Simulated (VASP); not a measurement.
Runs of VASP 6.6.1 on TaN. The structure is that of space group P-6m2 (No. 187), or close to it. The cells are those of the table. 

```csv
task,cell,k mesh,cutoff (eV),gap on the mesh (eV),pressure (GPa)
single point,"a = 2.804, b = 2.804, c = 2.963 Å, angles 90.0, 90.0, 120.0°, 2 atoms",24 × 24 × 18,520,none,27.9
single point,"a = 2.848, b = 2.848, c = 2.918 Å, angles 90.0, 90.0, 120.0°, 2 atoms",24 × 24 × 18,520,none,20.9
single point,"a = 2.848, b = 2.848, c = 2.937 Å, angles 90.0, 90.0, 120.0°, 2 atoms",24 × 24 × 18,520,none,18.0
relaxation of shape and atoms at fixed volume,"relaxed from a = 2.995, b = 2.995, c = 2.938 Å, angles 90.0, 90.0, 120.0°, 2 atoms",18 × 18 × 14,600,none,-17.2
single point,"a = 2.804, b = 2.804, c = 2.936 Å, angles 90.0, 90.0, 120.0°, 2 atoms",24 × 24 × 18,520,none,(a)
```

Alike in all rows: level r2SCAN; potentials or basis VASP PAW PBE potentials, release 64 (Ta_pv, N); no spin polarisation; smearing gaussian 0.1 eV.

Fill in the values left out.

(a) 32.3.

Caveats: the PAW data sets were made with another functional, which shifts forces and pressure a little; spin-orbit coupling is left out, which moves the levels of the heavy elements; the stress differs along the axes, from -6 to 45 GPa (at least some runs); the stress differs along the axes, from 2 to 30 GPa (at least some runs); the stress differs along the axes, from -4 to 29 GPa (at least some runs); the stress differs along the axes, from 2 to 47 GPa (at least some runs).

A k mesh can miss the band edges, and the runs leave out spin-orbit coupling on Ta.

A gap of «none» marks levels without a gap at the run's occupations.
